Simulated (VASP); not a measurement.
Runs of VASP 6.6.1 on SnSe. The structure is hexagonal, space group P6_3/mmc (No. 194). Conventional cell: a = 4.138 Å, b = 4.138 Å, c = 7.484 Å, α = 90.00°, β = 90.00°, γ = 120.00°. Within 4.0 Å of Sn (site symmetry -3m) lie 6 Se at 3.03 Å and 2 Sn at 3.74 Å. Se (site symmetry -6m2) has 6 Sn at 3.03 Å within 4.0 Å. 

```csv
level,smearing,gap on the mesh (eV),pressure (GPa)
PBE,fermi-dirac 0.02 eV,none,0.9
r2SCAN,fermi-dirac 0.02 eV,none,(a)
PBE+D3(BJ),fermi-dirac 0.02 eV,none,-1.2
PBE,methfessel-paxton 0.5 eV,none,0.7
```

Alike in all rows: task single point; potentials or basis VASP PAW PBE potentials, release 64 (Sn_d, Se); no spin polarisation; cell as given; k mesh 6 × 6 × 2; cutoff (eV) 520.

**Question.** Fill in the values left out.

**Answer.** (a) 0.0.

Caveats: all runs use coarse meshes; spin-orbit coupling is left out, which moves the levels of the heavy elements; the PAW data sets were made with another functional, which shifts forces and pressure a little (some runs); pairwise dispersion overbinds metals, which lowers pressure and volume (some runs).

A k mesh can miss the band edges, and the runs leave out spin-orbit coupling on Se, Sn.

A gap of «none» marks levels without a gap at the run's occupations.
